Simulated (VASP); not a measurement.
# AlRu (Pm-3m) in VASP: further runs

Runs on AlRu. Level: r2SCAN. Tasks: single point.

All numbers are computed with VASP 6.6.1; they aren't measurements. Logs are shortened: lines on timing, memory, paths and dates and some standing lists are left out, and cuts for length are marked.

## (1) The cell of the first run

Symmetry: Pm-3m, No. 221, cubic system. The conventional cell has a = 2.992 Å, b = 2.992 Å, c = 2.992 Å, α = 90.00°, β = 90.00°, γ = 90.00°. Within 3.4 Å of Al (site symmetry m-3m) lie 8 Ru at 2.59 Å and 6 Al at 2.99 Å. Within 3.4 Å of Ru (site symmetry m-3m) lie 8 Al at 2.59 Å and 6 Ru at 2.99 Å.

## (2) Single point, r2SCAN

POSCAR

```
AlRu
1.0
    2.9916000000      0.0000000000      0.0000000000
    0.0000000000      2.9916000000      0.0000000000
    0.0000000000      0.0000000000      2.9916000000
Al Ru
1 1
Direct
    0.0000000000      0.0000000000      0.0000000000
    0.5000000000      0.5000000000      0.5000000000
```

INCAR.step1

```
ALGO     = Normal         # electronic algorithm
EDIFF    = 1E-4           # SCF threshold, eV
ENCUT    = 520            # plane-wave cutoff, eV
GGA      = PE             # functional
ISMEAR   = -1             # smearing method
LASPH    = T              # aspherical terms in the spheres
LCHARG   = F              # write CHGCAR
LREAL    = F              # projectors in reciprocal space
LWAVE    = T              # write WAVECAR
NBANDS   = 16             # bands
NELM     = 100            # most SCF steps
PREC     = Accurate       # precision mode
SIGMA    = 0.05           # smearing width, eV
```

INCAR.step2

```
ALGO     = Normal         # electronic algorithm
EDIFF    = 1E-7           # SCF threshold, eV
ENCUT    = 520            # plane-wave cutoff, eV
ISIF     = 2              # what is computed and relaxed
ISMEAR   = -1             # smearing method
ISTART   = 1            
LASPH    = T              # aspherical terms in the spheres
LCHARG   = F              # write CHGCAR
LMIXTAU  = T            
LREAL    = F              # projectors in reciprocal space
LWAVE    = F              # write WAVECAR
METAGGA  = R2SCAN         # meta-GGA
NBANDS   = 16             # bands
NELM     = 100            # most SCF steps
PREC     = Accurate       # precision mode
SIGMA    = 0.05           # smearing width, eV
```

KPOINTS

```
k-points
0
Gamma
  8 8 8
```

Potentials or basis: VASP PAW PBE potentials, release 64 (Al, Ru_pv).

Launch:

```sh
cat potpaw_PBE.64/Al/POTCAR potpaw_PBE.64/Ru_pv/POTCAR > POTCAR
cp INCAR.step1 INCAR
mpirun -np 1 vasp_std > vasp.out
cp INCAR.step2 INCAR
mpirun -np 1 vasp_std > vasp.out
```

OUTCAR:

```text
EDIFF = 1E-7
   ENCUT = 520
   ISIF = 2
   ISMEAR = -1
   ISTART = 1
   LASPH = T
   LREAL = F
   METAGGA = R2SCAN
   NELM = 100
   PREC = Accurate

 ion  position               nearest neighbor table
   1  0.000  0.000  0.000-   2 2.59   2 2.59   2 2.59   2 2.59   2 2.59   2 2.59   2 2.59   2 2.59

   2  0.500  0.500  0.500-   1 2.59   1 2.59   1 2.59   1 2.59   1 2.59   1 2.59   1 2.59   1 2.59

  LATTYP: Found a simple cubic cell.
 ALAT       =     2.9916000000

  Lattice vectors:

 A1 = (   2.9916000000,   0.0000000000,   0.0000000000)
 A2 = (   0.0000000000,   2.9916000000,   0.0000000000)
 A3 = (   0.0000000000,   0.0000000000,   2.9916000000)

Analysis of symmetry for initial positions (statically):
=====================================================================
 Subroutine PRICEL returns:
 Original cell was already a primitive cell.

 Routine SETGRP: Setting up the symmetry group for a
 simple cubic supercell.

 Subroutine GETGRP returns: Found 48 space group operations
 (whereof 48 operations were pure point group operations)
 out of a pool of 48 trial point group operations.

The static configuration has the point symmetry O_h .

Analysis of symmetry for dynamics (positions and initial velocities):
=====================================================================
 Subroutine PRICEL returns:
 Original cell was already a primitive cell.

 Routine SETGRP: Setting up the symmetry group for a
 simple cubic supercell.

 Subroutine GETGRP returns: Found 48 space group operations
 (whereof 48 operations were pure point group operations)
 out of a pool of 48 trial point group operations.

The dynamic configuration has the point symmetry O_h .

 Subroutine INISYM returns: Found 48 space group operations
 (whereof 48 operations are pure point group operations),
 and found     1 'primitive' translations

----------------------------------------------------------------------------------------

                                     Primitive cell

  volume of cell :      26.7738

  direct lattice vectors                    reciprocal lattice vectors
     2.991600000  0.000000000  0.000000000     0.334269287  0.000000000  0.000000000
     0.000000000  2.991600000  0.000000000     0.000000000  0.334269287  0.000000000
     0.000000000  0.000000000  2.991600000     0.000000000  0.000000000  0.334269287

  length of vectors
     2.991600000  2.991600000  2.991600000     0.334269287  0.334269287  0.334269287

  position of ions in fractional coordinates (direct lattice)
     0.000000000  0.000000000  0.000000000
     0.500000000  0.500000000  0.500000000

  ion indices of the primitive-cell ions
   primitive index   ion index
                 1           1
                 2           2

----------------------------------------------------------------------------------------

 KPOINTS: k-points

Automatic generation of k-mesh.
 Grid dimensions read from file:
 generate k-points for:    8    8    8

 Generating k-lattice:

  Cartesian coordinates                     Fractional coordinates (reciprocal lattice)
     0.041783661  0.000000000  0.000000000     0.125000000  0.000000000  0.000000000
     0.000000000  0.041783661  0.000000000     0.000000000  0.125000000  0.000000000
     0.000000000  0.000000000  0.041783661     0.000000000  0.000000000  0.125000000

  Length of vectors
     0.041783661  0.041783661  0.041783661

  Shift w.r.t. Gamma in fractional coordinates (k-lattice)
     0.000000000  0.000000000  0.000000000

 Subroutine IBZKPT returns following result:
 ===========================================

 Found     35 irreducible k-points:

 Following reciprocal coordinates:
            Coordinates               Weight
  0.000000  0.000000  0.000000      1.000000
  0.125000  0.000000  0.000000      6.000000
  0.250000  0.000000  0.000000      6.000000
  0.375000  0.000000  0.000000      6.000000
  0.500000  0.000000  0.000000      3.000000
  0.125000  0.125000  0.000000     12.000000
[... 16 lines left out ...]
  0.375000  0.375000  0.125000     24.000000
  0.500000  0.375000  0.125000     24.000000
 [... further k-points ...]
   k-points           NKPTS =     35   k-points in BZ     NKDIM =     35   number of bands    NBANDS=     16
   number of dos      NEDOS =    301   number of ions     NIONS =      2
   total plane-waves  NPLWV =  13824
   dimension x,y,z NGX =    24 NGY =   24 NGZ =   24
   dimension x,y,z NGXF=    48 NGYF=   48 NGZF=   48
   ions per type =               1   1
   NGX,Y,Z   is equivalent  to a cutoff of  13.34, 13.34, 13.34 a.u.
   NGXF,Y,Z  is equivalent  to a cutoff of  26.67, 26.67, 26.67 a.u.
 SYSTEM =  unknown system
   PREC   = accura    normal or accurate (medium, high low for compatibility)
   ISTART =      1    job   : 0-new  1-cont  2-samecut
   ICHARG =      0    charge: 1-file 2-atom 10-const
   ISPIN  =      1    spin polarized calculation?
   LNONCOLLINEAR =      F non collinear calculations
   LSORBIT =      F    spin-orbit coupling
   LASPH  =      T    aspherical Exc in radial PAW
   ENCUT  =  520.0 eV  38.22 Ry    6.18 a.u.   5.56  5.56  5.56*2*pi/ulx,y,z
   NELM   =    100;   NELMIN=  2; NELMDL=  0     # of ELM steps
   EDIFF  = 0.1E-06   stopping-criterion for ELM
   LREAL  =      F    real-space projection
   EDIFFG = 0.1E-05   stopping-criterion for IOM
   NSW    =      0    number of steps for IOM
   IBRION =     -1    ionic relax: 0-MD 1-quasi-New 2-CG
   NFREE  =      0    steps in history (QN), initial steepest desc. (CG)
   ISIF   =      2    stress and relaxation
   ISYM   =      2    0-nonsym 1-usesym 2-fastsym
   POTIM  = 0.5000    time-step for ionic-motion
   TEBEG  =    0.0;   TEEND  =   0.0 temperature during run
   PSTRESS=    0.0 pullay stress
   NELECT =      17.0000    total number of electrons
   NUPDOWN=      -1.0000    fix difference up-down
   EMIN   =  10.00;   EMAX   =-10.00  energy-range for DOS
   EFERMI =   0.00;   METHOD = LEGACY
   ISMEAR =    -1;   SIGMA  =   0.05  broadening in eV -4-tet -1-fermi 0-gaus
   EFERMI_NEDOS =   21; number of points for ismear=-14 and -15
   IALGO  =     38    algorithm
   IMIX   =      4    mixing-type and parameters
     AMIX     =   0.40;   BMIX     =  1.00
     AMIX_MAG =   1.60;   BMIX_MAG =  1.00
  volume/ion in A,a.u.               =      13.39        90.34
  Fermi-wavevector in a.u.,A,eV,Ry     =   1.407087  2.659009 26.938090  1.979894
  Thomas-Fermi vector in A             =   2.529382
   LORBIT       =      0    0 simple, 1 ext, 2 COOP (PROOUT), +10 PAW based schemes
   METAGGA = R2SCAN    functional components
   LHFCALC =     F    Hartree Fock is set to
   AEXX    =    0.0000 exact exchange contribution
   IVDW    =     0    specifies the selected vdW correction
   LEPSILON=     F    determine dielectric tensor
   LRPA    =     F    only Hartree local field effects (RPA)
 non-spin polarized calculation
  energy-cutoff  :      520.00
  volume of cell :       26.77
 maximum number of plane-waves:       739
 NGX is ok and might be reduce to    24
   NGX = 11   NGY = 11   NGZ = 11

 number of electron      16.9999995 magnetization

 Free energy of the ion-electron system (eV)
  ---------------------------------------------------
  ext. energy  EPLUGINS =         0.00000000
  ---------------------------------------------------
  free energy    TOTEN  =       -33.58194433 eV

  energy without entropy =      -33.56406854  energy(sigma->0) =      -33.57300643

 E-fermi :  10.6377     XC(G=0): -13.6122

 val. band max:       10.5670939143   @ k =   0.2500   0.1250   0.0000
 cond. band min:      10.6659691278   @ k =   0.5000   0.3750   0.1250
 fundamental gap:      0.0988752135
 Fermi energy:        10.6376991088

 k-point     1 :       0.0000    0.0000    0.0000
  band No.  band energies     occupation
      1     -32.4767      2.00000
      2     -32.4767      2.00000
      3     -32.4767      2.00000
      4       0.3954      2.00000
      5       6.9057      2.00000
      6       6.9057      2.00000
[... 8 lines left out ...]
     15      22.0406      0.00000
     16      27.0474      0.00000

 k-point     2 :       0.1250    0.0000    0.0000
  band No.  band energies     occupation
      1     -32.5111      2.00000
      2     -32.4738      2.00000
      3     -32.4738      2.00000
      4       0.7113      2.00000
      5       6.9931      2.00000
      6       7.0188      2.00000
[... 8 lines left out ...]
     15      23.0627      0.00000
     16      28.0194      0.00000

 k-point     3 :       0.2500    0.0000    0.0000
  band No.  band energies     occupation
      1     -32.5934      2.00000
      2     -32.4666      2.00000
      3     -32.4666      2.00000
      4       1.6148      2.00000
      5       6.9704      2.00000
      6       7.3117      2.00000
[... 8 lines left out ...]
     15      24.1523      0.00000
     16      27.9940      0.00000

 k-point     4 :       0.3750    0.0000    0.0000
  band No.  band energies     occupation
      1     -32.6749      2.00000
      2     -32.4595      2.00000
      3     -32.4595      2.00000
      4       2.9820      2.00000
      5       6.1862      2.00000
      6       7.6389      2.00000
[... 8 lines left out ...]
     15      24.6830      0.00000
     16      25.6862      0.00000
[... 324 lines left out ...]
 k-point    22 :       0.5000    0.2500    0.1250
  band No.  band energies     occupation
      1     -32.6891      2.00000
      2     -32.5647      2.00000
      3     -32.4788      2.00000
      4       4.6862      2.00000
      5       5.9434      2.00000
      6       7.8252      2.00000
[... 8 lines left out ...]
     15      22.9451      0.00000
     16      25.2697      0.00000

 k-point    23 :       0.3750    0.3750    0.1250
  band No.  band energies     occupation
      1     -32.6478      2.00000
      2     -32.6451      2.00000
      3     -32.4744      2.00000
      4       4.3827      2.00000
      5       6.7783      2.00000
      6       7.8532      2.00000
[... 8 lines left out ...]
     15      24.3898      0.00000
     16      25.1524      0.00000

 k-point    24 :       0.5000    0.3750    0.1250
  band No.  band energies     occupation
      1     -32.6785      2.00000
      2     -32.6423      2.00000
      3     -32.4712      2.00000
      4       4.5155      2.00000
      5       6.9773      2.00000
      6       7.7422      2.00000
[... 8 lines left out ...]
     15      24.2365      0.00000
     16      24.6582      0.00000

 [... further k-points ...]

------------------------ aborting loop because EDIFF is reached ----------------------------------------

  FORCE on cell =-STRESS in cart. coord.  units (eV):
  Direction    XX          YY          ZZ          XY          YZ          ZX
  --------------------------------------------------------------------------------------
  -------------------------------------------------------------------------------------
  Total       -0.2462204     -0.2462204     -0.2462204      0.0000000     -0.0000000      0.0000000
  in kB      -14.7341130    -14.7341130    -14.7341130      0.0000000     -0.0000000      0.0000000
  external PRESSURE =     -14.7341130 kB  Pullay stress =       0.0000000 kB

 VOLUME and BASIS-vectors are now :
 -----------------------------------------------------------------------------
  energy-cutoff  :      520.00
  volume of cell :       26.77
      direct lattice vectors                 reciprocal lattice vectors
     2.991600000  0.000000000  0.000000000     0.334269287  0.000000000  0.000000000
     0.000000000  2.991600000  0.000000000     0.000000000  0.334269287  0.000000000
     0.000000000  0.000000000  2.991600000     0.000000000  0.000000000  0.334269287

 POSITION                                       TOTAL-FORCE (eV/Angst)
 -----------------------------------------------------------------------------------
      0.00000      0.00000      0.00000         0.000000      0.000000      0.000000
      1.49580      1.49580      1.49580         0.000000      0.000000      0.000000
 -----------------------------------------------------------------------------------
    total drift:                                0.000000     -0.000000     -0.000000

  FREE ENERGIE OF THE ION-ELECTRON SYSTEM (eV)
  ---------------------------------------------------
  free  energy   TOTEN  =       -33.5819443268 eV

  energy  without entropy=      -33.5640685384  energy(sigma->0) =      -33.57300643
```

Wall time 78 s (1 thread of Intel Xeon 8259CL, shared host); peak memory 0.15 GiB.

What came out:

```
Free energy : -33.5819 eV
Pressure    : -1.5 GPa
```

Levels at points of the mesh, in eV from the Fermi level:
```
           k point  band 6  band 7  band 8  band 9  band 10  band 11  band 12  band 13
(0.00, 0.00, 0.00)   -3.73    0.12    0.12    0.12     6.44     6.44     6.44    10.36
(0.50, 0.00, 0.00)   -2.85   -1.75   -1.75    0.38     2.46     7.67    10.36    11.54
(0.50, 0.50, 0.00)   -1.55   -1.55   -1.30   -1.30     1.68     5.60     6.70    10.36
(0.50, 0.50, 0.50)   -4.98    1.78    1.78    3.13     4.25     4.25     4.25     8.91
```

Caveat: the PAW data sets were made with another functional, which shifts forces and pressure a little.

## (3) Single point, r2SCAN

POSCAR is that of step 2.

INCAR.step1

```
SYSTEM = AlRu
ALGO = Normal
EDIFF = 1E-4
ENCUT = 520
GGA = PE
ISMEAR = -1
LASPH = .True.
LCHARG = .False.
LREAL = .False.
LWAVE = .True.
NBANDS = 16
NELM = 100
PREC = Accurate
SIGMA = 0.05
```

INCAR.step2

```
SYSTEM = AlRu
ALGO = Normal
EDIFF = 1E-7
ENCUT = 520
ISIF = 2
ISMEAR = -1
ISTART = 1
LASPH = .True.
LCHARG = .False.
LMIXTAU = .True.
LREAL = .False.
LWAVE = .False.
METAGGA = R2SCAN
NBANDS = 16
NELM = 100
PREC = Accurate
SIGMA = 0.05
```

KPOINTS

```
k-points
0
Gamma
  8 8 8
  0 0 0
```

Potentials or basis: VASP PAW PBE potentials, release 64 (Al, Ru_pv).

Launch:

```sh
cat potpaw_PBE.64/Al/POTCAR potpaw_PBE.64/Ru_pv/POTCAR > POTCAR
cp INCAR.step1 INCAR
mpirun -np 1 vasp_std > vasp.out
cp INCAR.step2 INCAR
mpirun -np 1 vasp_std > vasp.out
```

OUTCAR:

```text
SYSTEM = AlRu
   EDIFF = 1E-7
   ENCUT = 520
   ISIF = 2
   ISMEAR = -1
   ISTART = 1
   LASPH = .True.
   LREAL = .False.
   METAGGA = R2SCAN
   NELM = 100
   PREC = Accurate

 ion  position               nearest neighbor table
   1  0.000  0.000  0.000-   2 2.59   2 2.59   2 2.59   2 2.59   2 2.59   2 2.59   2 2.59   2 2.59

   2  0.500  0.500  0.500-   1 2.59   1 2.59   1 2.59   1 2.59   1 2.59   1 2.59   1 2.59   1 2.59

  LATTYP: Found a simple cubic cell.
 ALAT       =     2.9916000000

  Lattice vectors:

[... 644 lines left out ...]

  FORCE on cell =-STRESS in cart. coord.  units (eV):
  Direction    XX          YY          ZZ          XY          YZ          ZX
  --------------------------------------------------------------------------------------
  -------------------------------------------------------------------------------------
  Total       -0.2462204     -0.2462204     -0.2462204      0.0000000     -0.0000000      0.0000000
  in kB      -14.7341130    -14.7341130    -14.7341130      0.0000000     -0.0000000      0.0000000
  external PRESSURE =     -14.7341130 kB  Pullay stress =       0.0000000 kB

 VOLUME and BASIS-vectors are now :
 -----------------------------------------------------------------------------
  energy-cutoff  :      520.00
  volume of cell :       26.77
      direct lattice vectors                 reciprocal lattice vectors
     2.991600000  0.000000000  0.000000000     0.334269287  0.000000000  0.000000000
     0.000000000  2.991600000  0.000000000     0.000000000  0.334269287  0.000000000
     0.000000000  0.000000000  2.991600000     0.000000000  0.000000000  0.334269287

 POSITION                                       TOTAL-FORCE (eV/Angst)
 -----------------------------------------------------------------------------------
      0.00000      0.00000      0.00000         0.000000      0.000000      0.000000
      1.49580      1.49580      1.49580         0.000000      0.000000      0.000000
 -----------------------------------------------------------------------------------
    total drift:                                0.000000     -0.000000     -0.000000

  FREE ENERGIE OF THE ION-ELECTRON SYSTEM (eV)
  ---------------------------------------------------
  free  energy   TOTEN  =       -33.5819443268 eV

  energy  without entropy=      -33.5640685384  energy(sigma->0) =      -33.57300643
```

Wall time 74 s (1 thread of Intel Xeon 8259CL, shared host); peak memory 0.15 GiB.

Results:

| Quantity | Value |
| --- | --- |
| Free energy | -33.5819 eV |
| Pressure | -1.5 GPa |

Levels at points of the mesh, in eV from the Fermi level:
```csv
k point,band 6,band 7,band 8,band 9,band 10,band 11,band 12,band 13
"(0.00, 0.00, 0.00)",-3.73,0.12,0.12,0.12,6.44,6.44,6.44,10.36
"(0.50, 0.00, 0.00)",-2.85,-1.75,-1.75,0.38,2.46,7.67,10.36,11.54
"(0.50, 0.50, 0.00)",-1.55,-1.55,-1.30,-1.30,1.68,5.60,6.70,10.36
"(0.50, 0.50, 0.50)",-4.98,1.78,1.78,3.13,4.25,4.25,4.25,8.91
```

Caveat: the PAW data sets were made with another functional, which shifts forces and pressure a little.
